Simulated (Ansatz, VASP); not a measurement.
# Two plane-wave programs on Sc3Al

The input INCAR:

```
ALGO = Fast ; EDIFF = 1E-7
EDIFFG = -0.005 ; ENCUT = 600
GGA = PS ; IBRION = 2
ISIF = 3 ; ISMEAR = 0
LASPH = T ; LCHARG = F
LREAL = F ; LWAVE = F
NELM = 60 ; NSW = 100
PREC = Accurate ; SIGMA = 0.1
```

KPOINTS

```
k-points
0
Gamma
  10 10 10
```

File POSCAR:

```
Sc3Al
1.0
    4.4319878233      0.0000000000      0.0000000000
    0.0000000000      4.4319878233      0.0000000000
    0.0000000000      0.0000000000      4.4319878233
Sc Al
3 1
Direct
    0.5000000000      0.0000000000      0.5000000000
    0.0000000000      0.5000000000      0.5000000000
    0.5000000000      0.5000000000      0.0000000000
    0.0000000000      0.0000000000      0.0000000000
```

Input for Ansatz:

```yaml
crystal:
  lattice:
    - [4.4319878233, 0.0, 0.0]
    - [0.0, 4.4319878233, 0.0]
    - [0.0, 0.0, 4.4319878233]
  atoms:
    - { symbol: Sc, position: [0.5, 0.0, 0.5] }
    - { symbol: Sc, position: [0.0, 0.5, 0.5] }
    - { symbol: Sc, position: [0.5, 0.5, 0.0] }
    - { symbol: Al, position: [0.0, 0.0, 0.0] }
basis:
  ecutwfc: 420
kpoints:
  mp_grid: { grid: [10, 10, 10] }
hamiltonian:
  xc: pbesol
scf:
  occupations: { method: gaussian, width: 0.1 }
output:
  forces: true
  stress: true
  eigenvalues: true
relax:
  adjacent_minimum: "off"
  f_tol: 0.005
  max_steps: 80
  cell: { stress_tol: 0.05 }
```

Alike in both runs: task relaxation of cell and atoms; functional PBEsol; k mesh 10 × 10 × 10; occupations gaussian, width 0.1 eV; no spin polarisation.

|  | VASP | Ansatz |
| --- | --- | --- |
| version | VASP 6.6.1 | Ansatz 0.2.0 |
| potentials or method | VASP PAW PBE potentials, release 64 (Sc_sv, Al), cutoff 600 eV | scalar-relativistic, plane waves, PAW |
| valence electrons in the cell | 36 | 36 |

|  | VASP | Ansatz | Ansatz less VASP |
| --- | --- | --- | --- |
| gap on the k mesh at the Fermi level, each at its own relaxed structure (eV) | none | none | - |
| relaxed volume (Å³/atom) | 20.97 | 20.93 | -0.035 |
| relaxed cell length with the largest relative difference (Å) | 4.377 | 4.375 | -0.0025 |

VASP's potentials were made for PBE, not for PBEsol. A gap of «none» marks a metal or a gap that the smearing closes.
